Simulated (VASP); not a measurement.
Here is a VASP 6.6.1 calculation.

File INCAR:

```
PREC = Accurate ; ENCUT = 520
EDIFF = 1E-7 ; ISMEAR = 0
SIGMA = 0.05 ; LREAL = F
LASPH = T ; NELM = 80
ALGO = Normal ; ISIF = 2
LWAVE = F ; LCHARG = T
GGA = PE ; LELF = T
LVHAR = T ; NBANDS = 44
```

KPOINTS

```
regular mesh
0
Gamma
  1 1 12
```

File POSCAR:

```
Ga3Sb3H8
1.0
   16.2000000000      0.0000000000      0.0000000000
    0.0000000000     15.9000000000      0.0000000000
    0.0000000000      0.0000000000      4.4847077918
Ga Sb H
3 3 8
Direct
    0.5000000000      0.5260441537      0.0000000000
    0.3307147748      0.3501774796      0.5000000000
    0.6692852252      0.3501774796      0.5000000000
    0.5000000000      0.6217876214      0.5000000000
    0.6401332354      0.4414108553      0.0000000000
    0.3598667646      0.4414108553      0.0000000000
    0.4211156763      0.6934357087      0.5000000000
    0.5788843237      0.6934357087      0.5000000000
    0.3987164780      0.2806762019      0.5000000000
    0.2355027009      0.3346254817      0.5000000000
    0.7070139035      0.5250272841      0.0000000000
    0.6012835220      0.2806762019      0.5000000000
    0.7644972991      0.3346254817      0.5000000000
    0.2929860965      0.5250272841      0.0000000000
```

Potentials or basis: VASP PAW PBE potentials, release 64 (Ga_d, Sb, H).

The run is started by

```sh
$ cat potpaw_PBE.64/Ga_d/POTCAR potpaw_PBE.64/Sb/POTCAR potpaw_PBE.64/H/POTCAR > POTCAR
$ mpirun -np 1 vasp_std > vasp.out
```

Problem. Predict the band gap on the k mesh.

Solution. 1.77 eV, direct.

Problem. Predict the largest force.

Solution. 0.136 eV/Å.

Forces on the atoms (eV/Å):
```
Ga   0.000  0.018  0.000
Ga  -0.010 -0.027  0.000
Ga   0.010 -0.027  0.000
Sb   0.000 -0.136  0.000
Sb  -0.050 -0.081  0.000
Sb   0.050 -0.081  0.000
H   -0.076  0.068  0.000
H    0.076  0.068  0.000
H   -0.019  0.019  0.000
H    0.021  0.002  0.000
H    0.060  0.078  0.000
H    0.019  0.019  0.000
H   -0.021  0.002  0.000
H   -0.060  0.078  0.000
```

Caveat: spin-orbit coupling is left out, which moves the levels of the heavy elements.
